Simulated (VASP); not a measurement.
Runs of VASP 6.6.1 on Se. The structure is that of space group P3_221 (No. 154), or close to it. The cells are those of the table. 

```tsv
task	cell	k mesh	cutoff (eV)	smearing	gap on the mesh (eV)	pressure (GPa)	largest force (eV/Å)
single point	a = 4.489, b = 4.489, c = 4.992 Å, angles 90.0, 90.0, 120.0°, 3 atoms	6 × 6 × 4	520	gaussian 0.1 eV	(c)	-0.1	0.04
single point	a = 4.407, b = 4.407, c = 4.896 Å, angles 90.0, 90.0, 120.0°, 3 atoms	9 × 9 × 6	520	gaussian 0.02 eV	(a)	1.3	-
relaxation of cell and atoms	relaxed from a = 4.355, b = 4.355, c = 4.949 Å, angles 90.0, 90.0, 120.0°, 3 atoms	6 × 6 × 4	600	gaussian 0.1 eV	1.15	0.1	0.01
single point	a = 4.355, b = 4.355, c = 4.949 Å, angles 90.0, 90.0, 120.0°, 3 atoms	6 × 6 × 4	520	gaussian 0.1 eV	1.21	4.0	(b)
single point	a = 4.497, b = 4.497, c = 4.996 Å, angles 90.0, 90.0, 120.0°, 3 atoms	9 × 9 × 6	520	gaussian 0.02 eV	1.31	0.0	-
```

Alike in all rows: level r2SCAN; potentials or basis VASP PAW PBE potentials, release 64 (Se); no spin polarisation.

Q: Estimate the missing entries.

A: (a) 1.39; (b) 0.82; (c) 1.30.

Caveats: the PAW data sets were made with another functional, which shifts forces and pressure a little; the relaxation stopped at a loose force limit of 0.05 eV/Å, so its end isn't a converged minimum (some runs).

A k mesh can miss the band edges, and the runs leave out spin-orbit coupling on Se.
